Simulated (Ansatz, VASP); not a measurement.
MgO: VASP beside Ansatz

Contents of INCAR:

```
PREC = Accurate ; ENCUT = 520
EDIFF = 1E-7 ; ISMEAR = 0
SIGMA = 0.05 ; LREAL = F
LASPH = T ; NELM = 100
ALGO = Normal ; ISIF = 2
LWAVE = F ; LCHARG = F
GGA = PE ; NBANDS = 11
```

KPOINTS

```
regular mesh
0
Gamma
  10 10 10
```

The input POSCAR:

```
MgO
1.0
    0.0000000000      2.1351500000      2.1351500000
    2.1351500000      0.0000000000      2.1351500000
    2.1351500000      2.1351500000      0.0000000000
Mg O
1 1
Direct
    0.0000000000      0.0000000000      0.0000000000
    0.5146359741      0.5146359741      0.4853640259
```

Input for Ansatz:

```yaml
crystal:
  lattice:
    - [0.0, 2.13515, 2.13515]
    - [2.13515, 0.0, 2.13515]
    - [2.13515, 2.13515, 0.0]
  atoms:
    - { symbol: Mg, position: [0.0, 0.0, 0.0] }
    - { symbol: O, position: [0.5146359741, 0.5146359741, 0.4853640259] }
basis:
  ecutwfc: 420
kpoints:
  mp_grid: { grid: [10, 10, 10] }
hamiltonian:
  xc: pbe
scf:
  occupations: { method: gaussian, width: 0.05 }
output:
  forces: true
  stress: true
  eigenvalues: true
```

Change from the starting cell: all O atoms moved +0.062 Å, as atom 2 along Cartesian [0 0 1].

Alike in both runs: task single point; functional PBE; k mesh 10 × 10 × 10; occupations gaussian, width 0.05 eV; no spin polarisation.

|  | VASP | Ansatz |
| --- | --- | --- |
| version | VASP 6.6.1 | Ansatz 0.2.0 |
| potentials or method | VASP PAW PBE potentials, release 64 (Mg, O), cutoff 520 eV | scalar-relativistic, plane waves, PAW |
| valence electrons in the cell | 8 | 16 |

VASP gave:

```
gap on the k mesh at the Fermi level (eV)                     : 4.34
least direct gap on the mesh (eV)                             : 4.34
pressure (GPa)                                                : -2.1
traceless stress, the component that is largest in VASP (GPa) : 0.80
rms of the force components (eV/Å)                            : 0.168
```

What did Ansatz give for the same quantities?

gap on the k mesh at the Fermi level (eV): 4.35; least direct gap on the mesh (eV): 4.35; pressure (GPa): -1.4; traceless stress, the component that is largest in VASP (GPa): 0.79; rms of the force components (eV/Å): 0.165.

Atom by atom the forces differ by 0.002 eV/Å (rms over components). With one functional, cell and mesh, what is left measures potentials, basis and numerics. VASP's potentials hold 8 valence electrons a cell and Ansatz's 16, so a difference there can come from the potentials and not from the codes.
